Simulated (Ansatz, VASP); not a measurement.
## FeO: VASP beside Ansatz

File INCAR:

```
SYSTEM = FeO
PREC     = Accurate       ! precision mode
ENCUT    = 700            ! plane-wave cutoff, eV
EDIFF    = 1E-6           ! SCF threshold, eV
ISMEAR   = -1             ! smearing method
SIGMA    = 0.05           ! smearing width, eV
LREAL    = .FALSE.        ! projectors in reciprocal space
LASPH    = .TRUE.         ! aspherical terms in the spheres
NELM     = 200            ! most SCF steps
ALGO     = Normal         ! electronic algorithm
ISIF     = 2              ! what is computed and relaxed
LWAVE    = .FALSE.        ! write WAVECAR
LCHARG   = .FALSE.        ! write CHGCAR
ISPIN    = 2              ! spin polarisation
MAGMOM   = 3 0            ! initial moments
LORBIT   = 11             ! projections on sites
LMAXMIX  = 4              ! l up to which the mixer works
GGA      = RP             ! functional
NBANDS   = 22             ! bands
GGA_COMPAT= .FALSE.
```

File KPOINTS:

```
regular mesh
0
G
  6 6 6
  0 0 0
```

File POSCAR:

```
FeO
1.0
    0.0000000000      2.1554001600      2.1554001600
    2.1554001600      0.0000000000      2.1554001600
    2.1554001600      2.1554001600      0.0000000000
Fe O
1 1
Direct
    0.0000000000      0.0000000000      0.0000000000
    0.5000000000      0.5000000000      0.5000000000
```

Contents of input.yaml:

```yaml
crystal:
  lattice:
    - [0.0, 2.15540016, 2.15540016]
    - [2.15540016, 0.0, 2.15540016]
    - [2.15540016, 2.15540016, 0.0]
  atoms:
    - { symbol: Fe, position: [0.0, 0.0, 0.0], spin: 3.0 }
    - { symbol: O, position: [0.5, 0.5, 0.5] }
hamiltonian:
  xc: rpbe
  pseudopotentials: { kind: paw }
magnetization:
  spin_polarized: true
kpoints:
  mp_grid: { grid: [6, 6, 6] }
  band_path:
    path:
      - [[0.0, 0.0, 0.0], [0.5, 0.0, 0.5], [0.5, 0.25, 0.75], [0.375, 0.375, 0.75], [0.0, 0.0, 0.0], [0.5, 0.5, 0.5], [0.625, 0.25, 0.625], [0.5, 0.25, 0.75], [0.5, 0.5, 0.5], [0.375, 0.375, 0.75]]
      - [[0.625, 0.25, 0.625], [0.5, 0.0, 0.5]]
    npoints: 14
scf:
  occupations: { method: fermi_dirac, width: 0.05 }
  n_extra_bands: 6
output:
  forces: true
  stress: true
  eigenvalues: true
  fatbands: false
```

Alike in both runs: functional RPBE; k mesh 6 × 6 × 6; occupations fermi-dirac, width 0.05 eV; collinear spin.

```csv
,VASP,Ansatz
version,VASP 6.6.1,Ansatz 0.2.0
potentials or method,"VASP PAW PBE potentials, release 64 (Fe_sv, O)",Ansatz PAW
plane-wave cutoff (eV),700,420
valence electrons in the cell,22,22
task,single point,band structure
```

Ansatz gave:

| Item | Value |
| --- | --- |
| gap on the k mesh at the Fermi level (eV) | none |
| pressure (GPa) | 5.6 |
| net moment per atom (μB) | 2.00 |
| size of the moment on the site where the two differ most (μB) | 3.46 |

Question: What did VASP give for the same quantities?

Answer: gap on the k mesh at the Fermi level (eV): none; pressure (GPa): 4.5; net moment per atom (μB): 2.00; size of the moment on the site where the two differ most (μB): 3.49.

VASP's potentials were made for PBE, not for RPBE. Site moments also hang on the region over which each program counts them. A gap of «none» marks a metal or a gap that the smearing closes. The functional is the same, so the differences come from potentials, cutoffs and numerics.

The k mesh is coarse, so the values compare programs but aren't converged.
